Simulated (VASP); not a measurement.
Mo, 2 atoms in the cell. Symmetry: P6_3/mmc, No. 194, hexagonal system. Conventional cell: a = 2.743 Å, b = 2.743 Å, c = 4.831 Å, α = 90.00°, β = 90.00°, γ = 120.00°. Within 3.6 Å of Mo (site symmetry -6m2) lie 12 Mo at 2.74 to 2.89 Å. 

- Program: VASP 6.6.1
- Task: single point
- Functional: PBE
- Potentials or basis: VASP PAW PBE potentials, release 64 (Mo_sv)
- Cutoff: 520 eV
- k mesh: 9 × 9 × 5
- Occupations: gaussian, width 0.05 eV
- Spin: no spin polarisation
- Dipole correction: no
- Further INCAR settings: ALGO = Normal; EDIFF = 1e-06; NBANDS = 21

Potentials or basis: VASP PAW PBE potentials, release 64 (Mo_sv).

Command:

```console
$ cat potpaw_PBE.64/Mo_sv/POTCAR > POTCAR
$ mpirun -np 1 vasp_std > vasp.out
```

Hardware: 1 thread of Intel Xeon 8259CL, with other jobs on the host.

How long does it take, and how much memory?

Wall time 26 s on 1 thread of Intel Xeon 8259CL, with other jobs on the host, peak memory 0.15 GiB. Counts: scf iterations 11, k points 36.
